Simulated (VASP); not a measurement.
Crystal: PdPt2S6.

```
Pd Pt S
1.0
     6.18462    0.00000    0.00000
    -3.09231    5.35604    0.00000
     0.00000    0.00000    6.31691
Pd Pt S
1 2 6
Direct
  0.00000 0.00000 0.00000
  0.66667 0.33333 0.00000
  0.33333 0.66667 0.00000
  0.00000 0.33376 0.19490
  0.66624 0.66624 0.19490
  0.33376 0.00000 0.19490
  0.33376 0.33376 0.80510
  0.00000 0.66624 0.80510
  0.66624 0.00000 0.80510
```

Base run:

| Quantity | Value |
| --- | --- |
| Program | VASP 6.6.1 |
| Functional | PBE |
| Potentials or basis | VASP PAW PBE potentials, release 64 (Pd, Pt, S) |
| Cutoff | 520 eV |
| k mesh | 6 × 6 × 4 |
| Occupations | gaussian, width 0.02 eV |
| Spin | no spin polarisation |

Its results: band gap on the k mesh 1.17 eV (least direct gap 1.31 eV); pressure -0.3 GPa; largest force 0.034 eV/Å.

Q: The run is repeated on the same cell with these changes: functional from PBE to PBEsol. What comes out?

A: Band gap on the k mesh 1.13 eV (least direct gap 1.27 eV); pressure -3.8 GPa; largest force 0.426 eV/Å.

PBEsol binds more tightly than PBE, so the same cell stands under less pressure.

Caveats: spin-orbit coupling is left out, which moves the levels of the heavy elements; this functional lacks dispersion, which binds layers or chains, so the pressure and a relaxed spacing across them are unreliable; the cell stands under tension (at least some runs); the PAW data sets were made with another functional, which shifts forces and pressure a little (at least some runs).

A k mesh can miss the band edges.
